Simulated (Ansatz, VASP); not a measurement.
# SnS4 in VASP and in Ansatz

```
Sn S
1.0
     4.82521    0.00000    0.00000
     0.00000    4.82521    0.00000
     0.00000    0.00000    4.82521
Sn S
1 4
Direct
  0.00000 0.00000 0.00000
  0.29354 0.29354 0.29354
  0.70646 0.70646 0.29354
  0.29354 0.70646 0.70646
  0.70646 0.29354 0.70646
```

Change from the starting cell: species swapped into the SnI4 type (P-43m, No. 215).

Alike in both runs: functional PBE; k mesh 8 × 8 × 8; occupations gaussian, width 0.1 eV; no spin polarisation.

Ansatz relaxed the structure, and its values are those at the end. VASP's run is a single point on that final structure, the one shown.

|  | VASP | Ansatz |
| --- | --- | --- |
| version | VASP 6.6.1 | Ansatz 0.2.0 |
| potentials or method | VASP PAW PBE potentials, release 64 (Sn_d, S), cutoff 520 eV | scalar-relativistic, plane waves, PAW |
| valence electrons in the cell | 38 | 38 |

|  | VASP | Ansatz | Ansatz less VASP |
| --- | --- | --- | --- |
| gap on the k mesh at the Fermi level (eV) | none | none | - |
| pressure (GPa) | -0.1 | 0.0 | +0.12 |
| rms of the force components (eV/Å) | 0.007 | 0.004 | -0.0025 |

A gap of «none» marks a metal or a gap that the smearing closes. The functional is the same, so the differences come from potentials, cutoffs and numerics.
